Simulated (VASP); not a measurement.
Set up this calculation in VASP 6.6.1, as the native input.

| Item | Value |
| --- | --- |
| Task | single point |
| Functional | r2SCAN |
| Potentials or basis | VASP PAW PBE potentials, release 64 (Cu, O) |
| Cutoff | 520 eV |
| k mesh | 9 × 9 × 5 |
| Occupations | fermi-dirac, width 0.05 eV |
| Spin | no spin polarisation |
| Dipole correction | no |
| Further INCAR settings | ALGO = Normal; EDIFF = 1e-06; NBANDS = 25 |

Crystal: CuO.

```
Cu O
1.0
     2.82072    0.00000    0.00000
     0.03828    2.82050    0.00000
     0.01714    0.01689    5.07067
Cu O
2 2
Direct
  0.00000 0.50000 0.00000
  0.50000 0.00000 0.50000
  0.99842 0.00167 0.74989
  0.00158 0.99833 0.25011
```

The input as run:

POSCAR

```
CuO
1.0
    2.8207191443      0.0000000000      0.0000000000
    0.0382751310      2.8205021813      0.0000000000
    0.0171382374      0.0168928653      5.0706699737
Cu O
2 2
Direct
    0.0000000000      0.5000000000      0.0000000000
    0.5000000000      0.0000000000      0.5000000000
    0.9984239700      0.0016717800      0.7498871000
    0.0015760300      0.9983282200      0.2501129000
```

INCAR.step1

```
PREC = Accurate ; ENCUT = 520
ISMEAR = -1 ; SIGMA = 0.05
LREAL = False ; LASPH = True
NELM = 80 ; NBANDS = 25
GGA = PE ; ALGO = Normal
EDIFF = 1E-4 ; LWAVE = True
LCHARG = False
```

INCAR.step2

```
PREC = Accurate ; ENCUT = 520
EDIFF = 1E-6 ; ISMEAR = -1
SIGMA = 0.05 ; LREAL = False
LASPH = True ; NELM = 80
ALGO = Normal ; ISIF = 2
LWAVE = False ; LCHARG = False
METAGGA = R2SCAN ; LMIXTAU = True
NBANDS = 25 ; ISTART = 1
```

KPOINTS

```
Automatic mesh
0
Gamma
  9 9 5
```

Potentials or basis: VASP PAW PBE potentials, release 64 (Cu, O).

Launch:

```bash
$ cat potpaw_PBE.64/Cu/POTCAR potpaw_PBE.64/O/POTCAR > POTCAR
$ cp INCAR.step1 INCAR
$ mpirun -np 1 vasp_std > vasp.out
$ cp INCAR.step2 INCAR
$ mpirun -np 1 vasp_std > vasp.out
```

It gave:

- Pressure: 12.7 GPa
- Largest force: 0.012 eV/Å
- Band gap on the k mesh: zero (bands 17 and 18 overlap by 1.00 eV)

Caveat: the cell stands under pressure; the PAW data sets were made with another functional, which shifts forces and pressure a little; semilocal functionals often make such compounds metallic where correlation or magnetic order opens a gap, which also shifts bond lengths.

Run time: 8.2 min on 1 thread of Intel(R) Xeon(R) Platinum 8375C CPU @ 2.90GHz (Ice Lake), on a shared host, peak memory 0.3 GiB.
